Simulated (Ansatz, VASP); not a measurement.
## Ru in VASP and in Ansatz

```xyz
2
Lattice="2.7058 0.0000 0.0000 -1.3529 2.3433 0.0000 0.0000 0.0000 4.2819" Properties=species:S:1:pos:R:3 pbc="T T T"
Ru   -0.2250    1.7872    1.0705
Ru    1.3529    0.7811    3.2114
```

Alike in both runs: task single point; functional PBE; k mesh 24 × 24 × 12; occupations gaussian, width 0.15 eV; no spin polarisation.

```csv
,VASP,Ansatz
version,VASP 6.6.1,Ansatz 0.2.0
potentials or method,"VASP PAW PBE potentials, release 64 (Ru_pv), cutoff 520 eV","scalar-relativistic, plane waves, PAW"
valence electrons in the cell,28,32
```

|  | VASP | Ansatz | Ansatz less VASP |
| --- | --- | --- | --- |
| gap on the k mesh at the Fermi level (eV) | none | none | - |
| pressure (GPa) | 8.9 | 9.0 | +0.06 |
| traceless stress, the component that is largest in VASP (GPa) | -7.02 | -6.97 | +0.048 |
| rms of the force components (eV/Å) | 1.282 | 1.284 | +0.0020 |

Atom by atom the forces differ by 0.003 eV/Å (rms over components). A gap of «none» marks a metal or a gap that the smearing closes. VASP's potentials hold 28 valence electrons a cell and Ansatz's 32, so a difference there can come from the potentials and not from the codes.
